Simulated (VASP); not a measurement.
Here is a VASP 6.6.1 calculation.

The input INCAR:

```
ALGO = Normal ; EDIFF = 1E-6
ENCUT = 520 ; GGA = CA
ISIF = 2 ; ISMEAR = 1
LASPH = T ; LCHARG = F
LREAL = F ; LWAVE = F
NBANDS = 52 ; NELM = 100
PREC = Accurate ; SIGMA = 0.1
```

File KPOINTS:

```
k-points
0
Gamma
  7 7 3
```

The input POSCAR:

```
TiCuGeAs
1.0
    3.6461100000      0.0000000000      0.0000000000
    0.0000000000      3.6461100000      0.0000000000
    0.0000000000      0.0000000000      9.2614700000
Ti Cu Ge As
2 2 2 2
Direct
    0.0000000000      0.5000000000      0.7765000000
    0.5000000000      0.0000000000      0.2235000000
    0.5000000000      0.5000000000      0.5000000000
    0.0000000000      0.0000000000      0.5000000000
    0.5000000000      0.5000000000      0.0000000000
    0.0000000000      0.0000000000      0.0000000000
    0.0000000000      0.5000000000      0.3122300000
    0.5000000000      0.0000000000      0.6877700000
```

Potentials or basis: VASP PAW LDA potentials, release 64 (Ti_sv, Cu, Ge_d, As).

Run with:

```console
$ cat potpaw_LDA.64/Ti_sv/POTCAR potpaw_LDA.64/Cu/POTCAR potpaw_LDA.64/Ge_d/POTCAR potpaw_LDA.64/As/POTCAR > POTCAR
$ mpirun -np 1 vasp_std > vasp.out
```

(1) What does it give for the pressure?

(2) Estimate the band gap on the k mesh.

(3) Predict the largest force.

## Answers

(1) -8.3 GPa.

(2) zero (bands 42 and 43 overlap by 0.12 eV).

(3) 0.274 eV/Å.

Caveat: the cell stands under tension.
